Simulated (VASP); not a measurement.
# Be2Se (Pnnm) in VASP: relaxation of cell and atoms with PBE

Aim: the relaxation of cell and atoms of Be2Se with PBE.

All numbers are computed with VASP 6.6.1; they aren't measurements. Logs are shortened: lines on timing, memory, paths and dates and some standing lists are left out, and cuts for length are marked.

## (1) The cell of the first run

Symmetry: Pnnm, No. 58, orthorhombic system. Conventional cell: a = 4.689 Å, b = 5.710 Å, c = 3.509 Å, α = 90.00°, β = 90.00°, γ = 90.00°. Be (site symmetry m) has 1 Be at 2.05 Å and 3 Se at 2.38 to 2.42 Å within 2.7 Å. Se (site symmetry 2/m) has 6 Be at 2.38 to 2.42 Å within 3.1 Å.

## (2) Relaxation of cell and atoms, PBE

Contents of INCAR:

```
PREC = Accurate
ENCUT = 600
EDIFF = 1E-6
ISMEAR = 0
SIGMA = 0.1
LREAL = False
LASPH = True
NELM = 100
ALGO = Normal
ISIF = 3
LWAVE = False
LCHARG = False
GGA = PE
IBRION = 2
NSW = 100
EDIFFG = -0.01
```

Contents of KPOINTS:

```
regular mesh
0
Gamma
  8 8 10
```

Contents of POSCAR:

```
Be2Se
1.0
    4.6892886736      0.0000000000      0.0000000000
    0.0000000000      5.7096575492      0.0000000000
    0.0000000000      0.0000000000      3.5091495371
Be Se
4 2
Direct
    0.3198094181      0.8978538143      0.5000000000
    0.8198094181      0.6021461857      0.0000000000
    0.6801905819      0.1021461857      0.5000000000
    0.1801905819      0.3978538143      0.0000000000
    0.5000000000      0.5000000000      0.5000000000
    0.0000000000      0.0000000000      0.0000000000
```

Potentials or basis: VASP PAW PBE potentials, release 64 (Be, Se).

On the command line:

```bash
$ cat potpaw_PBE.64/Be/POTCAR potpaw_PBE.64/Se/POTCAR > POTCAR
$ mpirun -np 1 vasp_std > vasp.out
```

OUTCAR:

```text
PREC = Accurate
   ENCUT = 600
   EDIFF = 1E-6
   ISMEAR = 0
   LREAL = False
   LASPH = True
   NELM = 100
   ISIF = 3
   GGA = PE
   IBRION = 2
   NSW = 100
   EDIFFG = -0.01

 ion  position               nearest neighbor table
   1  0.320  0.898  0.500-   3 2.05   6 2.38   6 2.38   5 2.42
   2  0.820  0.602  0.000-   4 2.05   5 2.38   5 2.38   6 2.42
   3  0.680  0.102  0.500-   1 2.05   6 2.38   6 2.38   5 2.42
   4  0.180  0.398  0.000-   2 2.05   5 2.38   5 2.38   6 2.42
   5  0.500  0.500  0.500-   2 2.38   4 2.38   2 2.38   4 2.38   3 2.42   1 2.42
   6  0.000  0.000  0.000-   1 2.38   3 2.38   1 2.38   3 2.38   2 2.42   4 2.42

  LATTYP: Found a simple orthorhombic cell.
 ALAT       =     3.5091495371
 B/A-ratio  =     1.3363034616
 C/A-ratio  =     1.6270772986

  Lattice vectors:

 A1 = (   0.0000000000,   0.0000000000,   3.5091495371)
 A2 = (   4.6892886736,   0.0000000000,   0.0000000000)
 A3 = (   0.0000000000,   5.7096575492,   0.0000000000)

Analysis of symmetry for initial positions (statically):
=====================================================================
 Subroutine PRICEL returns:
 Original cell was already a primitive cell.

 Routine SETGRP: Setting up the symmetry group for a
 simple orthorhombic supercell.

 Subroutine GETGRP returns: Found  8 space group operations
 (whereof  4 operations were pure point group operations)
 out of a pool of  8 trial point group operations.

The static configuration has the point symmetry C_2h.
 The point group associated with its full space group is D_2h.

Analysis of symmetry for dynamics (positions and initial velocities):
=====================================================================
 Subroutine PRICEL returns:
 Original cell was already a primitive cell.

 Routine SETGRP: Setting up the symmetry group for a
 simple orthorhombic supercell.

 Subroutine GETGRP returns: Found  8 space group operations
 (whereof  4 operations were pure point group operations)
 out of a pool of  8 trial point group operations.

The dynamic configuration has the point symmetry C_2h.
 The point group associated with its full space group is D_2h.

 Subroutine INISYM returns: Found  8 space group operations
 (whereof  4 operations are pure point group operations),
 and found     1 'primitive' translations

----------------------------------------------------------------------------------------

                                     Primitive cell
[... 135 lines left out ...]
 maximum number of plane-waves:      3164
 NGX is ok and might be reduce to    40
   NGX = 19   NGY = 23   NGZ = 15

--------------------------------------- Ionic step        1  -------------------------------------------

 number of electron      19.9999997 magnetization

 Free energy of the ion-electron system (eV)
  ---------------------------------------------------
  ext. energy  EPLUGINS =         0.00000000
  ---------------------------------------------------
  free energy    TOTEN  =       -19.86778916 eV

  energy without entropy =      -19.86264755  energy(sigma->0) =      -19.86521836

------------------------ aborting loop because EDIFF is reached ----------------------------------------

  FORCE on cell =-STRESS in cart. coord.  units (eV):
  Direction    XX          YY          ZZ          XY          YZ          ZX
  --------------------------------------------------------------------------------------
  -------------------------------------------------------------------------------------
  Total        0.4704015      0.1770978      0.1896556      0.0000000      0.0000000      0.0000000
  in kB        8.0215889      3.0199851      3.2341299      0.0000000      0.0000000      0.0000000
  external PRESSURE =       4.7585680 kB  Pullay stress =       0.0000000 kB
[... 101 lines left out ...]
  FREE ENERGIE OF THE ION-ELECTRON SYSTEM (eV)
  ---------------------------------------------------
  free  energy   TOTEN  =       -19.8701694053 eV

  energy  without entropy=      -19.8656938606  energy(sigma->0) =      -19.86793163

[... ionic steps 4 to 10 ...]

--------------------------------------- Ionic step       11  -------------------------------------------

 number of electron      19.9999997 magnetization

------------------------ aborting loop because EDIFF is reached ----------------------------------------
[... 75 lines left out ...]
--------------------------------------- Ionic step       13  -------------------------------------------

 number of electron      19.9999997 magnetization

 Free energy of the ion-electron system (eV)
  ---------------------------------------------------
  ext. energy  EPLUGINS =         0.00000000
  ---------------------------------------------------
  free energy    TOTEN  =       -19.87453979 eV

  energy without entropy =      -19.87074599  energy(sigma->0) =      -19.87264289

 E-fermi :   4.7686     XC(G=0):  -9.3565

 val. band max:        4.7657614503   @ k =   0.5000   0.0000   0.5000
 cond. band min:       4.7872541972   @ k =   0.0000   0.5000   0.5000
 fundamental gap:      0.0214927469
 Fermi energy:         4.7686201131

 k-point     1 :       0.0000    0.0000    0.0000
  band No.  band energies     occupation
      1     -10.6106      2.00000
      2      -9.7632      2.00000
      3      -2.2280      2.00000
      4      -1.2256      2.00000
      5       0.5809      2.00000
      6       1.0460      2.00000
      7       1.0652      2.00000
      8       1.4899      2.00000
      9       2.0820      2.00000
     10       2.2634      2.00000
     11       5.3171      0.00000
     12       6.9082      0.00000
     13       7.4231      0.00000
     14       8.8501      0.00000
[... 377 lines left out ...]
      1     -10.1442      2.00000
      2     -10.1442      2.00000
      3      -2.6869      2.00000
      4      -2.6869      2.00000
      5       0.8739      2.00000
      6       0.8739      2.00000
      7       1.7942      2.00000
      8       1.7942      2.00000
      9       4.8070      0.58683
     10       4.8070      0.58683
     11       5.2423      0.00000
     12       5.2423      0.00000
     13       6.5676      0.00000
     14       6.5676      0.00000

 [... further k-points ...]

------------------------ aborting loop because EDIFF is reached ----------------------------------------

  FORCE on cell =-STRESS in cart. coord.  units (eV):
  Direction    XX          YY          ZZ          XY          YZ          ZX
  --------------------------------------------------------------------------------------
  -------------------------------------------------------------------------------------
  Total        0.0113396      0.0005022     -0.0174539     -0.0000000      0.0000000      0.0000000
  in kB        0.1908940      0.0084549     -0.2938242     -0.0000000      0.0000000      0.0000000
  external PRESSURE =      -0.0314918 kB  Pullay stress =       0.0000000 kB
[... 21 lines left out ...]
  FREE ENERGIE OF THE ION-ELECTRON SYSTEM (eV)
  ---------------------------------------------------
  free  energy   TOTEN  =       -19.8745397888 eV

  energy  without entropy=      -19.8707459906  energy(sigma->0) =      -19.87264289

 reached required accuracy - stopping structural energy minimisation
```

OSZICAR:

```text
N       E                     dE             d eps       ncg     rms          rms(c)
DAV:   1     0.672651657188E+02    0.67265E+02   -0.88484E+03  4200   0.135E+03
DAV:   2    -0.138319491085E+02   -0.81097E+02   -0.78234E+02  5598   0.194E+02
DAV:   3    -0.205924426806E+02   -0.67605E+01   -0.66236E+01  5826   0.593E+01
[... 88 lines left out ...]
       N       E                     dE             d eps       ncg     rms          rms(c)
DAV:   1    -0.198745701386E+02   -0.62479E-04   -0.14890E-03  4200   0.237E-01    0.223E-02
DAV:   2    -0.198745462381E+02    0.23901E-04   -0.62657E-05  5388   0.588E-02    0.110E-02
DAV:   3    -0.198745404715E+02    0.57666E-05   -0.48298E-05  4872   0.338E-02    0.454E-03
DAV:   4    -0.198745397888E+02    0.68260E-06   -0.36823E-06  4290   0.116E-02
  13 F= -.19874540E+02 E0= -.19872643E+02  d E =-.626318E-04
```

CONTCAR:

```text
Be2Se
   1.00000000000000
     4.7434576712136254    0.0000000000000000    0.0000000000000000
    -0.0000000000000000    5.7290347608714942    0.0000000000000000
     0.0000000000000000    0.0000000000000000    3.5021813567418372
  Be              Se
     4     2
Direct
     0.3171603555674762    0.9039081209353332    0.5000000000000000
     0.8171603555674763    0.5960918790646668    0.0000000000000000
     0.6828396444325237    0.0960918790646667    0.5000000000000000
     0.1828396444325238    0.4039081209353334    0.0000000000000000
     0.5000000000000000    0.5000000000000000    0.5000000000000000
     0.0000000000000000    0.0000000000000000    0.0000000000000000

  0.00000000E+00  0.00000000E+00  0.00000000E+00
  0.00000000E+00  0.00000000E+00  0.00000000E+00
  0.00000000E+00  0.00000000E+00  0.00000000E+00
  0.00000000E+00  0.00000000E+00  0.00000000E+00
  0.00000000E+00  0.00000000E+00  0.00000000E+00
  0.00000000E+00  0.00000000E+00  0.00000000E+00
```

It took 7 min on 1 thread of Intel Xeon 6975P-C (Granite Rapids), shared host; peak memory 0.4 GiB.

What came out:

```yaml
Free_energy: -19.8745 eV
Relaxed_volume: 15.86 Å³/atom
Relaxed_cell: a = 4.743 Å, b = 5.729 Å, c = 3.502 Å, α = 90.00°, β = 90.00°, γ = 90.00°
Space_group_after_relaxing_to_0.1_Å: Pnnm (No. 58)
Energy_gained_by_relaxing: 1.1 meV/atom
Ionic_steps: 13
Pressure_after_relaxing: 0.0 GPa
Band_gap_on_the_k_mesh: zero (bands 10 and 11 overlap by 0.51 eV)
```

The path:
```
step  energy change (eV)  largest force (eV/Å)  pressure (GPa)  volume (Å³)
   1              0.0000                0.0503            0.48        93.95
   2             -0.0020                0.0583            0.10        94.59
   3             -0.0024                0.0692           -0.27        95.22
   4             -0.0024                0.0667           -0.21        95.07
   5             -0.0037                0.0496           -0.18        95.12
   6             -0.0052                0.0603           -0.10        95.24
   7             -0.0062                0.0229            0.02        95.04
   8             -0.0063                0.0156            0.08        94.99
   9             -0.0066                0.0113            0.00        95.13
  10             -0.0067                0.0188           -0.09        95.30
  11             -0.0067                0.0156           -0.07        95.25
  12             -0.0067                0.0100            0.05        95.12
  13             -0.0068                0.0018            0.00        95.17
```

Final structure:
```
Be Se
1.0
     4.74346    0.00000    0.00000
     0.00000    5.72903    0.00000
     0.00000    0.00000    3.50218
Be Se
4 2
Direct
  0.31716 0.90391 0.50000
  0.81716 0.59609 0.00000
  0.68284 0.09609 0.50000
  0.18284 0.40391 0.00000
  0.50000 0.50000 0.50000
  0.00000 0.00000 0.00000
```

Caveat: semilocal functionals underestimate gaps, so a narrow gap can read as zero.
